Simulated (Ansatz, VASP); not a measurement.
## BaS in VASP and in Ansatz

INCAR

```
SYSTEM = BaS
ALGO = Normal ; EDIFF = 1E-8
ENCUT = 520 ; GGA = PE
ISIF = 2 ; ISMEAR = -1
LASPH = .True. ; LCHARG = .False.
LEFG = .True. ; LREAL = .False.
LWAVE = .False. ; NBANDS = 15
NELM = 60 ; PREC = Accurate
SIGMA = 0.08
```

KPOINTS

```
k-points
0
Gamma
  9 9 9
  0 0 0
```

File POSCAR:

```
BaS
1.0
    0.0000000000      3.4449689892      3.4449689892
    3.4449689892      0.0000000000      3.4449689892
    3.4449689892      3.4449689892      0.0000000000
Ba S
1 1
Direct
    0.0000000000      0.0000000000      0.0000000000
    0.2500000000      0.2500000000      0.2500000000
```

Input for Ansatz:

```yaml
crystal:
  lattice:
    - [0.0, 3.4449689892, 3.4449689892]
    - [3.4449689892, 0.0, 3.4449689892]
    - [3.4449689892, 3.4449689892, 0.0]
  atoms:
    - { symbol: Ba, position: [0.0, 0.0, 0.0] }
    - { symbol: S, position: [0.25, 0.25, 0.25] }
kpoints:
  mp_grid: { grid: [9, 9, 9] }
scf:
  occupations: { method: fermi_dirac, width: 0.08 }
hamiltonian:
  xc: pbe
  pseudopotentials: { kind: all_electron, datasets: crystal }
output:
  forces: true
  stress: true
  eigenvalues: true
  efg: { contact_densities: true }
```

Change from the starting cell: volume scaled by 0.9405, crystal datasets.

Alike in both runs: task electric field gradients; functional PBE; k mesh 9 × 9 × 9; occupations fermi-dirac, width 0.08 eV; no spin polarisation.

```csv
,VASP,Ansatz
version,VASP 6.6.1,Ansatz 0.2.0
potentials or method,"VASP PAW PBE potentials, release 64 (Ba_sv, S), cutoff 520 eV","all-electron PAW with datasets made for the crystal, scalar-relativistic"
```

```csv
,VASP,Ansatz,Ansatz less VASP
pressure (GPa),2.5,2.0,-0.54
```

Ansatz ran all-electron here, and VASP with PAW potentials.

Neither program's run includes spin-orbit coupling.
